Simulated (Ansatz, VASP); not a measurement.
Two plane-wave programs on C6F

```xyz
14
Lattice="4.9327 0.0000 0.0000 -1.2332 8.7859 0.0000 0.0000 0.0000 22.7907" Properties=species:S:1:pos:R:3 pbc="T T T"
C     0.0000    0.6923    4.0000
C     2.4663    0.6923    4.0000
C     1.2332    0.8654    4.6906
C     3.6995    0.8654    4.6906
C     1.2332    1.2116    6.0718
C     3.6995    1.2116    6.0718
C     0.0000    1.3811    6.7447
C     2.4663    1.3811    6.7447
C     0.0000    1.7459    8.1881
C     2.4663    1.7459    8.1881
C     1.2332    1.9005    8.7907
C     3.6995    1.9005    8.7907
F     1.3416    1.1281   10.5507
F     1.1247    2.6729   10.5507
```

Alike in both runs: task single point; functional PBE; k mesh 6 × 3 × 1; occupations gaussian, width 0.1 eV; no spin polarisation.

```csv
,VASP,Ansatz
version,VASP 6.6.1,Ansatz 0.2.0
potentials or method,"VASP PAW PBE potentials, release 64 (C, F), cutoff 520 eV","scalar-relativistic, plane waves, PAW"
valence electrons in the cell,62,62
```

Ansatz gave:

| Quantity | Value |
| --- | --- |
| gap on the k mesh at the Fermi level (eV) | none |
| rms of the force components (eV/Å) | 1.746 |
| work function, face that differs most (eV) | 6.68 |

Q: What did VASP give for the same quantities?

A: gap on the k mesh at the Fermi level (eV): none; rms of the force components (eV/Å): 1.770; work function, face that differs most (eV): 6.69.

Atom by atom the forces differ by 0.034 eV/Å (rms over components). A gap of «none» marks a metal or a gap that the smearing closes. The functional is the same, so the differences come from potentials, cutoffs and numerics. Ansatz's warnings: xc potential rough in thin density.
